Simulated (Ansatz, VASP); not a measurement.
**Two plane-wave programs on Cd**

Contents of INCAR:

```
SYSTEM = Cd
PREC = Accurate
ENCUT = 600
EDIFF = 1E-7
ISMEAR = 1
SIGMA = 0.001
LREAL = .FALSE.
LASPH = .TRUE.
NELM = 80
ALGO = Normal
ISIF = 3
LWAVE = .FALSE.
LCHARG = .FALSE.
GGA = RP
IBRION = 2
NSW = 100
EDIFFG = -0.002
```

File KPOINTS:

```
regular mesh
0
G
  14 14 8
  0 0 0
```

POSCAR

```
Cd
1.0
    2.9788700000      0.0000000000      0.0000000000
   -1.4894350000      2.5797770946      0.0000000000
    0.0000000000      0.0000000000      5.6176500000
Cd
2
Direct
    0.3333333333      0.6666666667      0.2500000000
    0.6666666667      0.3333333333      0.7500000000
```

Input for Ansatz:

```yaml
crystal:
  lattice:
    - [2.97887000001, 0.0, 0.0]
    - [-1.48943500001, 2.57977709458, 0.0]
    - [0.0, 0.0, 5.61765]
  atoms:
    - { symbol: Cd, position: [0.333333333333, 0.666666666667, 0.25] }
    - { symbol: Cd, position: [0.666666666667, 0.333333333333, 0.75] }
kpoints:
  mp_grid: { grid: [14, 14, 8] }
scf:
  occupations: { method: cold, width: 0.001 }
hamiltonian:
  xc: rpbe
  pseudopotentials: { kind: paw }
relax:
  f_tol: 0.002
  max_steps: 80
  cell: {}
output:
  forces: true
  stress: true
  write_density: true
  write_potential: true
  elf: true
  volumetric_format: npy
```

Alike in both runs: task relaxation of cell and atoms; functional RPBE; k mesh 14 × 14 × 8; no spin polarisation.

```csv
,VASP,Ansatz
version,VASP 6.6.1,Ansatz 0.2.0
potentials or method,"VASP PAW PBE potentials, release 64 (Cd)","PAW with Ansatz's default frozen-core files, scalar-relativistic"
plane-wave cutoff (eV),600,420
occupations,"methfessel-paxton of order 1, width 0.001 eV","cold, width 0.001 eV"
valence electrons in the cell,24,40
```

VASP gave:

| Item | Value |
| --- | --- |
| relaxed volume (Å³/atom) | 24.31 |
| relaxed length of the cell vector where the two differ most in proportion (Å) | 3.123 |

Q: What did Ansatz give for the same quantities?

A: Relaxed volume (Å³/atom): 24.23; relaxed length of the cell vector where the two differ most in proportion (Å): 3.119.

VASP's potentials were made for PBE, not for RPBE. VASP's potentials hold 24 valence electrons a cell and Ansatz's 40, so a difference there can come from the potentials and not from the codes.
